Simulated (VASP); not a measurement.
Set up this calculation in VASP 6.6.1, as the native input.

```yaml
Task: single point
Functional: PBE
Potentials_or_basis: VASP PAW PBE potentials, release 64 (Na_pv, H)
Cutoff: 520 eV
k_mesh: 12 × 12 × 6
Occupations: fermi-dirac, width 0.02 eV
Spin: no spin polarisation
Dipole_correction: no
Further_INCAR_settings: ALGO = Normal; EDIFF = 1e-07; NBANDS = 16
```

The structure of NaH lies in POSCAR:

```
NaH
1.0
    4.0718799986      0.0000000000      0.0000000000
   -2.0359399993      3.5263515200      0.0000000000
    0.0000000000      0.0000000000      4.7478154542
Na H
2 2
Direct
    0.3333333333      0.6666666667     -0.0625000000
    0.6666666667      0.3333333333      0.4375000000
    0.3333333333      0.6666666667      0.4375000000
    0.6666666667      0.3333333333      0.9375000000
```

This cell differs from its parent crystal: epitaxial xy strain +3.0%.

These files were run (other wordings do the same):

INCAR

```
SYSTEM = NaH
PREC     = Accurate       ! precision mode
ENCUT    = 520            ! plane-wave cutoff, eV
EDIFF    = 1E-7           ! SCF threshold, eV
ISMEAR   = -1             ! smearing method
SIGMA    = 0.02           ! smearing width, eV
LREAL    = .False.        ! projectors in reciprocal space
LASPH    = .True.         ! aspherical terms in the spheres
NELM     = 60             ! most SCF steps
ALGO     = Normal         ! electronic algorithm
ISIF     = 2              ! what is computed and relaxed
LWAVE    = .False.        ! write WAVECAR
LCHARG   = .False.        ! write CHGCAR
GGA      = PE             ! functional
NBANDS   = 16             ! bands
```

KPOINTS

```
regular mesh
0
Gamma
  12 12 6
  0 0 0
```

Potentials or basis: VASP PAW PBE potentials, release 64 (Na_pv, H).

The run is started by

```bash
$ cat potpaw_PBE.64/Na_pv/POTCAR potpaw_PBE.64/H/POTCAR > POTCAR
$ mpirun -np 1 vasp_std > vasp.out
```

It gave:

```
Pressure               : -0.4 GPa
Band gap on the k mesh : 3.13 eV (least direct gap 4.06 eV)
```

Caveat: the cell differs from its parent crystal (epitaxial xy strain +3.0%).

Run time: 97 s on 1 thread of Intel Xeon 8259CL (shared host), peak memory 0.21 GiB.
